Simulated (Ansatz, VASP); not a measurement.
ZnO in VASP and in Ansatz

INCAR

```
ALGO = Normal ; EDIFF = 1E-6
ENCUT = 910 ; GGA_COMPAT = F
ISIF = 2 ; ISMEAR = 0
LASPH = T ; LCHARG = F
LREAL = F ; LWAVE = F
NBANDS = 26 ; NELM = 120
PREC = Accurate ; SIGMA = 0.02
```

File KPOINTS:

```
k-points
0
Gamma
  9 9 6
```

File POSCAR:

```
ZnO
1.0
    3.1868519158      0.0000000000      0.0000000000
   -1.5934259579      2.7598947172      0.0000000000
    0.0000000000      0.0000000000      5.1534131039
Zn O
2 2
Direct
    0.3333333333      0.6666666667      0.5003362527
    0.6666666667      0.3333333333      0.0003362527
    0.6666666667      0.3333333333      0.3786737473
    0.3333333333      0.6666666667      0.8786737473
```

Input for Ansatz:

```yaml
crystal:
  lattice:
    - [3.1868519158, 0.0, 0.0]
    - [-1.5934259579, 2.7598947172, 0.0]
    - [0.0, 0.0, 5.1534131039]
  atoms:
    - { symbol: Zn, position: [0.3333333333, 0.6666666667, 0.5003362527] }
    - { symbol: Zn, position: [0.6666666667, 0.3333333333, 0.0003362527] }
    - { symbol: O, position: [0.6666666667, 0.3333333333, 0.3786737473] }
    - { symbol: O, position: [0.3333333333, 0.6666666667, 0.8786737473] }
basis:
  ecutwfc: 420
kpoints:
  mp_grid: { grid: [9, 9, 6] }
  band_path: { path: [VBM, CBM], npoints: 2 }
hamiltonian:
  xc: lda
scf:
  occupations: { method: gaussian, width: 0.02 }
output:
  forces: true
  stress: true
  eigenvalues: true
```

Alike in both runs: task single point; functional LDA; k mesh 9 × 9 × 6; occupations gaussian, width 0.02 eV; no spin polarisation.

```csv
,VASP,Ansatz
version,VASP 6.6.1,Ansatz 0.2.0
potentials or method,"VASP PAW LDA potentials, release 64 (Zn, O_h), cutoff 910 eV","scalar-relativistic, plane waves, PAW"
valence electrons in the cell,36,36
```

|  | VASP | Ansatz | Ansatz less VASP |
| --- | --- | --- | --- |
| gap on the k mesh at the Fermi level (eV) | 0.81 | 0.80 | -0.010 |
| least direct gap on the mesh (eV) | 0.81 | 0.80 | -0.010 |

LDA's correlation is that of Perdew and Zunger in VASP and of Perdew and Wang (1992) in Ansatz.

Noted on VASP's run: the cutoff is short for stress, so the pressure is rough.
